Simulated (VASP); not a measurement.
Here is a VASP 6.6.1 calculation.

File INCAR:

```
ALGO = Normal
EDIFF = 1E-6
ENCUT = 520
GGA = PE
ISIF = 2
ISMEAR = 0
LASPH = True
LCHARG = False
LREAL = False
LWAVE = False
NBANDS = 32
NELM = 60
PREC = Accurate
SIGMA = 0.1
```

The input KPOINTS:

```
k-points
0
Gamma
  6 6 2
```

Contents of POSCAR:

```
Hf3Si2F
1.0
    4.5026448535     -0.0000000032      0.0000000000
   -2.2513224240      3.8994048289      0.0000000000
    0.0000000000      0.0000000000      5.8959954045
Hf Si F
3 2 1
Direct
    0.0000000000      0.0000000000      0.5000000000
    0.3333333333      0.6666666667      0.0000000000
    0.3333333333      0.6666666667      0.5000000000
    0.6666666667      0.3333333333      0.2839373660
    0.6666666667      0.3333333333      0.7160626340
    0.0000000000      0.0000000000      0.0000000000
```

Potentials or basis: VASP PAW PBE potentials, release 64 (Hf_pv, Si, F).

Run with:

```sh
$ cat potpaw_PBE.64/Hf_pv/POTCAR potpaw_PBE.64/Si/POTCAR potpaw_PBE.64/F/POTCAR > POTCAR
$ mpirun -np 1 vasp_std > vasp.out
```

What does it give for the pressure?

-0.5 GPa.

Estimate the largest force.

0.022 eV/Å.

Stress tensor (GPa, compression positive):
```
-0.54  0.00  0.00
 0.00 -0.54  0.00
 0.00  0.00 -0.42
```

Caveat: the k points lie up to 0.53 Å⁻¹ apart; an odd number of electrons without spin polarisation forces a metal; a magnetic or distorted state may lie lower.
